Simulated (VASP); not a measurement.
Write the native input for VASP 6.6.1 that does the following.

```
Task                   : single point
Functional             : PBE
Potentials or basis    : VASP PAW PBE potentials, release 64 (Si, N, C)
Cutoff                 : 520 eV
k mesh                 : 1 × 1 × 1
Occupations            : fermi-dirac, width 0.01 eV
Spin                   : no spin polarisation
Dipole correction      : no
Further INCAR settings : LREAL = Auto; ALGO = Normal; EDIFF = 1e-06; NBANDS = 86
```

The structure of Si12CN16 (a cell with a defect) (C interstitial hop between voids) lies in POSCAR:

```
Si12CN16
1.0
    7.6633883300      0.0000000000      0.0000000000
   -3.8316941700      6.6366889800      0.0000000000
    0.0000000000      0.0000000000      5.8522780000
Si N C
12 16 1
Direct
    0.2319685559      0.8222652917      0.3820032131
    0.4095282213      0.2253391721      0.1325741874
    0.8270036549      0.5953586211      0.1304567213
    0.1808558048      0.4030844308      0.3811725964
    0.5933430428      0.7654327354      0.3784517755
    0.7780188199      0.1806173234      0.1365230770
    0.2288010859      0.8141342793      0.8813185225
    0.4061906716      0.2247772955      0.6345399176
    0.8252865191      0.5952766525      0.6294143921
    0.1635937106      0.3706968953      0.8885633936
    0.5868113270      0.7526138433      0.8765774627
    0.7641518594      0.1762832345      0.6101680405
    0.3334291560      0.6624774814      0.3832770760
    0.6710104089      0.3325127947      0.1348977270
    0.9684041387      0.6760255021      0.3814934971
    0.2988524325      0.9615214784      0.1283602727
    0.6740048835      0.7051755799      0.1288117208
    0.3250198692      0.2836146165      0.3834752895
    0.0345864140      0.3314059174      0.1443754039
    0.6922650349      0.0262575210      0.3734180092
    0.3280662105      0.6535959442      0.8856549535
    0.6671499663      0.3327727134      0.6251176038
    0.9651457444      0.6640758687      0.8788553791
    0.3092056532      0.9622748662      0.6352541694
    0.6604354778      0.6905615155      0.6260652689
    0.3624467050      0.3150305832      0.8845658050
    0.0280052342      0.3320494612      0.6238594612
    0.7467746530      0.0438748902      0.8701218568
   -0.0288064603      0.1040458581     -0.2218601030
```

The input as run:

INCAR

```
ALGO = Normal
EDIFF = 1E-6
ENCUT = 520
GGA = PE
ISIF = 2
ISMEAR = -1
LASPH = T
LCHARG = F
LREAL = Auto
LWAVE = F
NBANDS = 86
NELM = 60
PREC = Accurate
SIGMA = 0.01
```

KPOINTS

```
k-points
0
Gamma
  1 1 1
```

Potentials or basis: VASP PAW PBE potentials, release 64 (Si, N, C).

The run is started by

```bash
$ cat potpaw_PBE.64/Si/POTCAR potpaw_PBE.64/N/POTCAR potpaw_PBE.64/C/POTCAR > POTCAR
$ mpirun -np 1 vasp_gam > vasp.out
```

It gave:

- Pressure: 2.9 GPa
- Largest force: 0.069 eV/Å
- Band gap on the k mesh: 2.61 eV

Caveat: the k points lie up to 1.07 Å⁻¹ apart.

Run time: 100 s on 1 thread of AMD EPYC 7R13 Processor (Zen 3) (shared host), peak memory 0.36 GiB.
